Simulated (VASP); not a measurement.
Write the native input for VASP 6.6.1 that does the following.

| Quantity | Value |
| --- | --- |
| Task | single point |
| Functional | PBE |
| Potentials or basis | VASP PAW PBE potentials, release 64 (Be, Ru_pv) |
| Cutoff | 520 eV |
| k mesh | 12 × 12 × 7 |
| Occupations | fermi-dirac, width 0.05 eV |
| Spin | no spin polarisation |
| Dipole correction | no |
| Further INCAR settings | ALGO = Fast; EDIFF = 1e-06; NBANDS = 15 |

The structure of BeRu lies in POSCAR:

```
BeRu
1.0
    2.4655923448      0.0000000000      0.0000000000
   -1.2327961724      2.1352656011      0.0000000000
    0.0000000000      0.0000000000      3.7442210266
Be Ru
1 1
Direct
    0.0000000000      0.0000000000      0.5000000000
    0.6666666700      0.3333333300      0.0000000000
```

This cell differs from its parent crystal: volume scaled by 0.96.

These files were run (other wordings do the same):

INCAR

```
ALGO = Fast
EDIFF = 1E-6
ENCUT = 520
GGA = PE
ISIF = 2
ISMEAR = -1
LASPH = T
LCHARG = T
LELF = T
LREAL = F
LVHAR = T
LWAVE = F
NBANDS = 15
NELM = 100
PREC = Accurate
SIGMA = 0.05
```

KPOINTS

```
k-points
0
Gamma
  12 12 7
```

Potentials or basis: VASP PAW PBE potentials, release 64 (Be, Ru_pv).

Launch:

```sh
$ cat potpaw_PBE.64/Be/POTCAR potpaw_PBE.64/Ru_pv/POTCAR > POTCAR
$ mpirun -np 1 vasp_std > vasp.out
```

It gave:

| Item | Value |
| --- | --- |
| Pressure | 52.8 GPa |
| Band gap on the k mesh | zero (band 8 reaches 11.88 eV, above the bottom of band 9 at 11.43 eV) |

It took 8.8 s on 1 thread of Intel(R) Xeon(R) 6975P-C (Granite Rapids) (shared host), peak memory 0.14 GiB.
